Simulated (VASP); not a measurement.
Runs of VASP 6.6.1 on Sn. Symmetry: Im-3m, No. 229, cubic system. Conventional cell: a = 3.789 Å, b = 3.789 Å, c = 3.789 Å, α = 90.00°, β = 90.00°, γ = 90.00°. Sn (site symmetry m-3m) has 14 Sn at 3.28 to 3.79 Å within 4.3 Å. 

| smearing | gap on the mesh (eV) | pressure (GPa) |
| --- | --- | --- |
| gaussian 0.2 eV | none | -0.7 |
| gaussian 0.5 eV | none | (a) |
| gaussian 0.1 eV | none | -0.7 |
| gaussian 0.3 eV | none | -0.6 |

Alike in all rows: task single point; level r2SCAN; potentials or basis VASP PAW PBE potentials, release 64 (Sn_d); no spin polarisation; cell as given; k mesh 12 × 12 × 12; cutoff (eV) 520.

Estimate the missing entries.

(a) -0.4.

Caveats: the PAW data sets were made with another functional, which shifts forces and pressure a little; spin-orbit coupling is left out, which moves the levels of the heavy elements.

A k mesh can miss the band edges, and the runs leave out spin-orbit coupling on Sn.

A gap of «none» marks levels without a gap at the run's occupations.
